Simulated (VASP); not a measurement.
# NaI (F-43m) in VASP: settings compared

NaI is run at these levels: r2SCAN, PBE, HSE06, PBE0; tasks: relaxation of cell and atoms, single point.

Program: VASP 6.6.1. These are calculated values, not measurements. Logs are shortened: lines on timing, memory, paths and dates and some standing lists are left out, and cuts for length are marked.

**1. The cell of the first run**

The structure is cubic, space group F-43m (No. 216). Conventional cell: a = 7.162 Å, b = 7.162 Å, c = 7.162 Å, α = 90.00°, β = 90.00°, γ = 90.00°. Within 4.1 Å of Na (site symmetry -43m) lie 4 I at 3.10 Å. I (site symmetry -43m) has 4 Na at 3.10 Å within 4.1 Å.

**2. Relaxation of cell and atoms, r2SCAN**

POSCAR reads:

```
NaI
1.0
    0.0000000000      3.5809730770      3.5809730770
    3.5809730770      0.0000000000      3.5809730770
    3.5809730770      3.5809730770      0.0000000000
Na I
1 1
Direct
    0.0000000000      0.0000000000      0.0000000000
    0.2500000000      0.2500000000      0.2500000000
```

INCAR.step1 reads:

```
ALGO = Normal
EDIFF = 1E-4
ENCUT = 600
GGA = PE
ISMEAR = -1
LASPH = T
LCHARG = F
LREAL = F
LWAVE = T
NELM = 60
PREC = Accurate
SIGMA = 0.02
```

INCAR.step2 reads:

```
ALGO = Normal
EDIFF = 1E-6
EDIFFG = -0.005
ENCUT = 600
IBRION = 2
ISIF = 3
ISMEAR = -1
ISTART = 1
LASPH = T
LCHARG = F
LMIXTAU = T
LREAL = F
LWAVE = F
METAGGA = R2SCAN
NELM = 60
NSW = 80
PREC = Accurate
SIGMA = 0.02
```

KPOINTS reads:

```
k-points
0
Gamma
  6 6 6
```

Potentials or basis: VASP PAW PBE potentials, release 64 (Na_pv, I).

Started as:

```bash
cat potpaw_PBE.64/Na_pv/POTCAR potpaw_PBE.64/I/POTCAR > POTCAR
cp INCAR.step1 INCAR
mpirun -np 1 vasp_std > vasp.out
cp INCAR.step2 INCAR
mpirun -np 1 vasp_std > vasp.out
```

OUTCAR:

```text
EDIFF = 1E-6
   EDIFFG = -0.005
   ENCUT = 600
   IBRION = 2
   ISIF = 3
   ISMEAR = -1
   ISTART = 1
   LASPH = T
   LREAL = F
   METAGGA = R2SCAN
   NELM = 60
   NSW = 80
   PREC = Accurate

 ion  position               nearest neighbor table
   1  0.000  0.000  0.000-   2 3.10   2 3.10   2 3.10   2 3.10
   2  0.250  0.250  0.250-   1 3.10   1 3.10   1 3.10   1 3.10

  LATTYP: Found a face centered cubic cell.
 ALAT       =     7.1619461540

  Lattice vectors:

 A1 = (   0.0000000000,   3.5809730770,   3.5809730770)
 A2 = (   3.5809730770,   0.0000000000,   3.5809730770)
 A3 = (   3.5809730770,   3.5809730770,   0.0000000000)

Analysis of symmetry for initial positions (statically):
=====================================================================
 Subroutine PRICEL returns:
 Original cell was already a primitive cell.

 Routine SETGRP: Setting up the symmetry group for a
 face centered cubic supercell.

 Subroutine GETGRP returns: Found 24 space group operations
 (whereof 24 operations were pure point group operations)
 out of a pool of 48 trial point group operations.

The static configuration has the point symmetry T_d .

Analysis of symmetry for dynamics (positions and initial velocities):
=====================================================================
 Subroutine PRICEL returns:
 Original cell was already a primitive cell.

 Routine SETGRP: Setting up the symmetry group for a
 face centered cubic supercell.

 Subroutine GETGRP returns: Found 24 space group operations
 (whereof 24 operations were pure point group operations)
 out of a pool of 48 trial point group operations.

The dynamic configuration has the point symmetry T_d .

 Subroutine INISYM returns: Found 24 space group operations
 (whereof 24 operations are pure point group operations),
 and found     1 'primitive' translations

----------------------------------------------------------------------------------------

                                     Primitive cell

  volume of cell :      91.8403

  direct lattice vectors                    reciprocal lattice vectors
     0.000000000  3.580973077  3.580973077    -0.139626853  0.139626853  0.139626853
     3.580973077  0.000000000  3.580973077     0.139626853 -0.139626853  0.139626853
     3.580973077  3.580973077  0.000000000     0.139626853  0.139626853 -0.139626853

  length of vectors
     5.064260692  5.064260692  5.064260692     0.241840803  0.241840803  0.241840803

  position of ions in fractional coordinates (direct lattice)
     0.000000000  0.000000000  0.000000000
     0.250000000  0.250000000  0.250000000

  ion indices of the primitive-cell ions
   primitive index   ion index
                 1           1
                 2           2

----------------------------------------------------------------------------------------

 KPOINTS: k-points

Automatic generation of k-mesh.
 Grid dimensions read from file:
 generate k-points for:    6    6    6

 Generating k-lattice:

  Cartesian coordinates                     Fractional coordinates (reciprocal lattice)
    -0.023271142  0.023271142  0.023271142     0.166666667  0.000000000  0.000000000
     0.023271142 -0.023271142  0.023271142     0.000000000  0.166666667  0.000000000
     0.023271142  0.023271142 -0.023271142     0.000000000  0.000000000  0.166666667

  Length of vectors
     0.040306800  0.040306800  0.040306800

  Shift w.r.t. Gamma in fractional coordinates (k-lattice)
     0.000000000  0.000000000  0.000000000

 Subroutine IBZKPT returns following result:
 ===========================================

 Found     16 irreducible k-points:

 Following reciprocal coordinates:
            Coordinates               Weight
  0.000000  0.000000  0.000000      1.000000
  0.166667  0.000000  0.000000      8.000000
  0.333333  0.000000  0.000000      8.000000
  0.500000  0.000000  0.000000      4.000000
  0.166667  0.166667  0.000000      6.000000
  0.333333  0.166667  0.000000     24.000000
[... 8 lines left out ...]
 -0.333333  0.333333  0.166667     24.000000
 -0.333333  0.500000  0.166667     12.000000
   k-points           NKPTS =     16   k-points in BZ     NKDIM =     16   number of bands    NBANDS=     11
   number of dos      NEDOS =    301   number of ions     NIONS =      2
   total plane-waves  NPLWV =  64000
   dimension x,y,z NGX =    40 NGY =   40 NGZ =   40
   dimension x,y,z NGXF=    80 NGYF=   80 NGZF=   80
   ions per type =               1   1
   NGX,Y,Z   is equivalent  to a cutoff of  13.13, 13.13, 13.13 a.u.
   NGXF,Y,Z  is equivalent  to a cutoff of  26.26, 26.26, 26.26 a.u.
 SYSTEM =  unknown system
   PREC   = accura    normal or accurate (medium, high low for compatibility)
   ISTART =      1    job   : 0-new  1-cont  2-samecut
   ICHARG =      0    charge: 1-file 2-atom 10-const
   ISPIN  =      1    spin polarized calculation?
   LNONCOLLINEAR =      F non collinear calculations
   LSORBIT =      F    spin-orbit coupling
   LASPH  =      T    aspherical Exc in radial PAW
   ENCUT  =  600.0 eV  44.10 Ry    6.64 a.u.  10.11 10.11 10.11*2*pi/ulx,y,z
   NELM   =     60;   NELMIN=  2; NELMDL=  0     # of ELM steps
   EDIFF  = 0.1E-05   stopping-criterion for ELM
   LREAL  =      F    real-space projection
   EDIFFG = -.5E-02   stopping-criterion for IOM
   NSW    =     80    number of steps for IOM
   IBRION =      2    ionic relax: 0-MD 1-quasi-New 2-CG
   NFREE  =      1    steps in history (QN), initial steepest desc. (CG)
   ISIF   =      3    stress and relaxation
   ISYM   =      2    0-nonsym 1-usesym 2-fastsym
   POTIM  = 0.5000    time-step for ionic-motion
   TEBEG  =    0.0;   TEEND  =   0.0 temperature during run
   PSTRESS=    0.0 pullay stress
   NELECT =      14.0000    total number of electrons
   NUPDOWN=      -1.0000    fix difference up-down
   EMIN   =  10.00;   EMAX   =-10.00  energy-range for DOS
   EFERMI =   0.00;   METHOD = LEGACY
   ISMEAR =    -1;   SIGMA  =   0.02  broadening in eV -4-tet -1-fermi 0-gaus
   EFERMI_NEDOS =   21; number of points for ismear=-14 and -15
   IALGO  =     38    algorithm
   IMIX   =      4    mixing-type and parameters
     AMIX     =   0.40;   BMIX     =  1.00
     AMIX_MAG =   1.60;   BMIX_MAG =  1.00
  volume/ion in A,a.u.               =      45.92       309.88
  Fermi-wavevector in a.u.,A,eV,Ry     =   0.874527  1.652616 10.405697  0.764797
  Thomas-Fermi vector in A             =   1.994070
   LORBIT       =      0    0 simple, 1 ext, 2 COOP (PROOUT), +10 PAW based schemes
   METAGGA = R2SCAN    functional components
   LHFCALC =     F    Hartree Fock is set to
   AEXX    =    0.0000 exact exchange contribution
   IVDW    =     0    specifies the selected vdW correction
   LEPSILON=     F    determine dielectric tensor
   LRPA    =     F    only Hartree local field effects (RPA)
 conjugate gradient relaxation of ions
 non-spin polarized calculation
  energy-cutoff  :      600.00
  volume of cell :       91.84
 maximum number of plane-waves:      3119
   NGX = 21   NGY = 21   NGZ = 21

--------------------------------------- Ionic step        1  -------------------------------------------

 number of electron      13.9999995 magnetization

 Free energy of the ion-electron system (eV)
  ---------------------------------------------------
  ext. energy  EPLUGINS =         0.00000000
  ---------------------------------------------------
  free energy    TOTEN  =       -30.91487088 eV

  energy without entropy =      -30.91487088  energy(sigma->0) =      -30.91487088

------------------------ aborting loop because EDIFF is reached ----------------------------------------

  FORCE on cell =-STRESS in cart. coord.  units (eV):
  Direction    XX          YY          ZZ          XY          YZ          ZX
  --------------------------------------------------------------------------------------
  -------------------------------------------------------------------------------------
  Total       -0.2276777     -0.2276777     -0.2276777      0.0000000      0.0000000      0.0000000
  in kB       -3.9718966     -3.9718966     -3.9718966      0.0000000      0.0000000      0.0000000
  external PRESSURE =      -3.9718966 kB  Pullay stress =       0.0000000 kB

 VOLUME and BASIS-vectors are now :
 -----------------------------------------------------------------------------
  energy-cutoff  :      600.00
  volume of cell :       91.84
      direct lattice vectors                 reciprocal lattice vectors
     0.000000000  3.580973077  3.580973077    -0.139626853  0.139626853  0.139626853
     3.580973077  0.000000000  3.580973077     0.139626853 -0.139626853  0.139626853
     3.580973077  3.580973077  0.000000000     0.139626853  0.139626853 -0.139626853
[... 109 lines left out ...]
 POSITION                                       TOTAL-FORCE (eV/Angst)
 -----------------------------------------------------------------------------------
      3.52075      3.52075      0.00000         0.000000      0.000000      0.000000
      1.76037      1.76037      1.76037        -0.000000     -0.000000     -0.000000
 -----------------------------------------------------------------------------------
    total drift:                               -0.000002     -0.000002     -0.000002

  FREE ENERGIE OF THE ION-ELECTRON SYSTEM (eV)
  ---------------------------------------------------
  free  energy   TOTEN  =       -30.9198588721 eV

  energy  without entropy=      -30.9198588721  energy(sigma->0) =      -30.91985887

--------------------------------------- Ionic step        5  -------------------------------------------

 number of electron      14.0000003 magnetization

 Free energy of the ion-electron system (eV)
  ---------------------------------------------------
  ext. energy  EPLUGINS =         0.00000000
  ---------------------------------------------------
  free energy    TOTEN  =       -30.92014340 eV

  energy without entropy =      -30.92014340  energy(sigma->0) =      -30.92014340

 E-fermi :  -0.9581     XC(G=0):  -6.8311

 val. band max:       -1.4250229661   @ k =   0.0000   0.0000   0.0000
 cond. band min:       3.0127427184   @ k =   0.0000   0.0000   0.0000
 fundamental gap:      4.4377656845
 Fermi energy:        -0.9581079006

 k-point     1 :       0.0000    0.0000    0.0000
  band No.  band energies     occupation
      1     -24.2950      2.00000
      2     -24.2947      2.00000
      3     -24.2947      2.00000
      4     -12.1711      2.00000
      5      -1.4250      2.00000
      6      -1.4250      2.00000
      7      -1.4250      2.00000
      8       3.0127      0.00000
      9       7.1548      0.00000
     10       7.1548      0.00000
     11       7.1550      0.00000

 k-point     2 :       0.1667    0.0000    0.0000
  band No.  band energies     occupation
      1     -24.2954      2.00000
      2     -24.2950      2.00000
      3     -24.2948      2.00000
      4     -12.1368      2.00000
      5      -1.8042      2.00000
      6      -1.4596      2.00000
      7      -1.4596      2.00000
      8       3.5950      0.00000
      9       6.7984      0.00000
     10       7.2998      0.00000
     11       7.3000      0.00000
[... 216 lines left out ...]
 POSITION                                       TOTAL-FORCE (eV/Angst)
 -----------------------------------------------------------------------------------
      0.00000      0.00000      0.00000         0.000000     -0.000000      0.000000
      1.76710      1.76710      1.76710        -0.000000      0.000000     -0.000000
 -----------------------------------------------------------------------------------
    total drift:                               -0.000004     -0.000004     -0.000004

  FREE ENERGIE OF THE ION-ELECTRON SYSTEM (eV)
  ---------------------------------------------------
  free  energy   TOTEN  =       -30.9201434010 eV

  energy  without entropy=      -30.9201434010  energy(sigma->0) =      -30.92014340

 reached required accuracy - stopping structural energy minimisation
```

Run time: 8.4 min. Hardware: 1 thread of Oxide Virtual Turin-like, shared host; peak memory 0.24 GiB.

What came out:

| Property | Result |
| --- | --- |
| Free energy | -30.9201 eV |
| Relaxed volume | 44.14 Å³/atom |
| Relaxed cell | a = 4.998 Å, b = 4.998 Å, c = 4.998 Å, α = 60.00°, β = 60.00°, γ = 60.00° |
| Space group after relaxing (to 0.05 Å) | F-43m (No. 216) |
| Energy gained by relaxing | 2.6 meV/atom |
| Ionic steps | 5 |
| Pressure after relaxing | 0.0 GPa |
| Band gap on the k mesh | 4.44 eV, direct |

The path:
```tsv
step	energy change (eV)	largest force (eV/Å)	pressure (GPa)	volume (Å³)
1	0.0000	0.0000	-0.40	91.84
2	-0.0033	0.0000	-0.26	90.34
3	-0.0047	0.0000	-0.13	89.31
4	-0.0050	0.0000	0.14	87.28
5	-0.0053	0.0000	0.00	88.29
```

Final structure:
```cif
data_structure
_symmetry_space_group_name_H-M 'P 1'
_symmetry_Int_Tables_number 1
_cell_length_a 4.9981
_cell_length_b 4.9981
_cell_length_c 4.9981
_cell_angle_alpha 60.000
_cell_angle_beta 60.000
_cell_angle_gamma 60.000
_cell_volume 88.29
loop_
_atom_site_label
_atom_site_type_symbol
_atom_site_fract_x
_atom_site_fract_y
_atom_site_fract_z
_atom_site_occupancy
Na1 Na 0.00000 0.00000 0.00000 1
I1 I 0.25000 0.25000 0.25000 1
```

Caveat: the PAW data sets were made with another functional, which shifts forces and pressure a little; spin-orbit coupling is left out, which moves the levels of the heavy elements. r2SCAN opens gaps a little over a GGA but as a rule still falls short of measured ones.

**3. Single point, PBE, non-collinear spin, zero start, spin-orbit coupling**

This run uses another cell than the first one, of 44.48 Å³/atom, 0.969 times its volume.

INCAR reads:

```
SYSTEM = NaI
PREC = Accurate ; ENCUT = 520
EDIFF = 1E-6 ; ISMEAR = 0
SIGMA = 0.01 ; LREAL = .False.
LASPH = .True. ; NELM = 150
ALGO = Normal ; ISIF = 2
LWAVE = .False. ; LCHARG = .False.
LNONCOLLINEAR = .True. ; MAGMOM = 0 0 0 0 0 0
LORBIT = 11 ; LSORBIT = .True.
GGA_COMPAT = .False. ; LORBMOM = .True.
GGA = PE ; NBANDS = 26
```

KPOINTS reads:

```
Automatic mesh
0
Gamma
  6 6 6
  0 0 0
```

POSCAR reads:

```
NaI
1.0
    0.0000000000      3.5431926705      3.5431926705
    3.5431926705      0.0000000000      3.5431926705
    3.5431926705      3.5431926705      0.0000000000
Na I
1 1
Direct
    0.0000000000      0.0000000000      0.0000000000
    0.2500000000      0.2500000000      0.2500000000
```

Potentials or basis: VASP PAW PBE potentials, release 64 (Na_pv, I).

Started as:

```bash
cat potpaw_PBE.64/Na_pv/POTCAR potpaw_PBE.64/I/POTCAR > POTCAR
mpirun -np 1 vasp_ncl > vasp.out
```

Wall time 2.3 min (1 thread of Oxide Virtual Turin-like, shared host); peak memory 0.48 GiB.

Results (log left out):

```
Free energy                                           : -5.4125 eV
Pressure                                              : 0.4 GPa
Net moment                                            : 0.00 μB per cell
Valence electrons inside the program's atomic spheres : Na 6.03; I 4.35
```

Moments on the atoms (μB; x, y, z):
```
Na  0.00 0.00 0.00
I   0.00 0.00 0.00
```

**4. Single point, HSE06**

This run uses another cell than the first one, of 44.48 Å³/atom, 0.969 times its volume.

POSCAR is that of step 3.

INCAR.step1 reads:

```
PREC = Accurate
ENCUT = 520
EDIFF = 1E-5
ISMEAR = 0
SIGMA = 0.01
LREAL = False
LASPH = True
NELM = 100
ALGO = Normal
ISIF = 2
LWAVE = True
NBANDS = 14
GGA = PE
```

INCAR.step2 reads:

```
PREC = Accurate
ENCUT = 520
EDIFF = 1E-6
ISMEAR = 0
SIGMA = 0.01
LREAL = False
LASPH = True
NELM = 100
ALGO = Normal
ISIF = 2
LWAVE = False
LCHARG = True
GGA = PE
LHFCALC = True
HFSCREEN = 0.2079
PRECFOCK = Normal
LELF = True
LVHAR = True
NBANDS = 14
ISTART = 1
```

KPOINTS reads:

```
regular mesh
0
Gamma
  4 4 4
```

Potentials or basis: VASP PAW PBE potentials, release 64 (Na_pv, I).

Started as:

```bash
cat potpaw_PBE.64/Na_pv/POTCAR potpaw_PBE.64/I/POTCAR > POTCAR
cp INCAR.step1 INCAR
mpirun -np 1 vasp_std > vasp.out
cp INCAR.step2 INCAR
mpirun -np 1 vasp_std > vasp.out
```

OUTCAR:

```text
PREC = Accurate
   ENCUT = 520
   EDIFF = 1E-6
   ISMEAR = 0
   LREAL = False
   LASPH = True
   NELM = 100
   ISIF = 2
   GGA = PE
   LHFCALC = True
   HFSCREEN = 0.2079
   PRECFOCK = Normal
   ISTART = 1

 ion  position               nearest neighbor table
   1  0.000  0.000  0.000-   2 3.07   2 3.07   2 3.07   2 3.07
   2  0.250  0.250  0.250-   1 3.07   1 3.07   1 3.07   1 3.07

  LATTYP: Found a face centered cubic cell.
 ALAT       =     7.0863853410

  Lattice vectors:
[... 313 lines left out ...]

------------------------ aborting loop because EDIFF is reached ----------------------------------------

  FORCE on cell =-STRESS in cart. coord.  units (eV):
  Direction    XX          YY          ZZ          XY          YZ          ZX
  --------------------------------------------------------------------------------------
  -------------------------------------------------------------------------------------
  Total        0.1090699      0.1090699      0.1090699     -0.0000000     -0.0000000      0.0000000
  in kB        1.9642702      1.9642702      1.9642702     -0.0000000     -0.0000000      0.0000000
  external PRESSURE =       1.9642702 kB  Pullay stress =       0.0000000 kB

 VOLUME and BASIS-vectors are now :
 -----------------------------------------------------------------------------
  energy-cutoff  :      520.00
  volume of cell :       88.96
      direct lattice vectors                 reciprocal lattice vectors
     0.000000000  3.543192670  3.543192670    -0.141115668  0.141115668  0.141115668
     3.543192670  0.000000000  3.543192670     0.141115668 -0.141115668  0.141115668
     3.543192670  3.543192670  0.000000000     0.141115668  0.141115668 -0.141115668

 POSITION                                       TOTAL-FORCE (eV/Angst)
 -----------------------------------------------------------------------------------
      0.00000      0.00000      0.00000         0.000000      0.000000      0.000000
      1.77160      1.77160      1.77160        -0.000000     -0.000000     -0.000000
 -----------------------------------------------------------------------------------
    total drift:                                0.000003      0.000001      0.000002

  FREE ENERGIE OF THE ION-ELECTRON SYSTEM (eV)
  ---------------------------------------------------
  free  energy   TOTEN  =        -6.1520933897 eV

  energy  without entropy=       -6.1520933897  energy(sigma->0) =       -6.15209339
```

OSZICAR.step1:

```text
N       E                     dE             d eps       ncg     rms          rms(c)
DAV:   1     0.849545293687E+02    0.84955E+02   -0.62013E+03   224   0.826E+02
DAV:   2     0.208285936558E+01   -0.82872E+02   -0.76324E+02   230   0.202E+02
DAV:   3    -0.518711756665E+01   -0.72700E+01   -0.72372E+01   296   0.606E+01
DAV:   4    -0.538598876796E+01   -0.19887E+00   -0.19882E+00   306   0.109E+01
DAV:   5    -0.538828768285E+01   -0.22989E-02   -0.22989E-02   306   0.110E+00    0.164E+00
DAV:   6    -0.528751690898E+01    0.10077E+00   -0.13030E-01   248   0.169E+00    0.113E+00
DAV:   7    -0.527938733274E+01    0.81296E-02   -0.10409E-01   260   0.138E+00    0.714E-01
DAV:   8    -0.528891172577E+01   -0.95244E-02   -0.10526E-02   254   0.663E-01    0.218E-01
DAV:   9    -0.528873386155E+01    0.17786E-03   -0.23644E-04   278   0.135E-01    0.671E-02
DAV:  10    -0.528911404222E+01   -0.38018E-03   -0.45220E-04   248   0.128E-01    0.184E-02
DAV:  11    -0.528913335288E+01   -0.19311E-04   -0.44233E-05   272   0.522E-02    0.502E-03
DAV:  12    -0.528913574601E+01   -0.23931E-05   -0.35136E-06   258   0.106E-02
   1 F= -.52891357E+01 E0= -.52891357E+01  d E =-.644563E-18
```

Wall time 9.5 min (1 thread of Oxide Virtual Turin-like, shared host); peak memory 0.32 GiB.

What came out:

| Property | Result |
| --- | --- |
| Free energy | -6.1521 eV |
| Pressure | 0.2 GPa |
| Band gap on the k mesh | 4.80 eV, direct |

Caveat: the PAW data sets were made with another functional, which shifts forces and pressure a little; spin-orbit coupling is left out, which moves the levels of the heavy elements.

(Continued in part 2 of 2.)
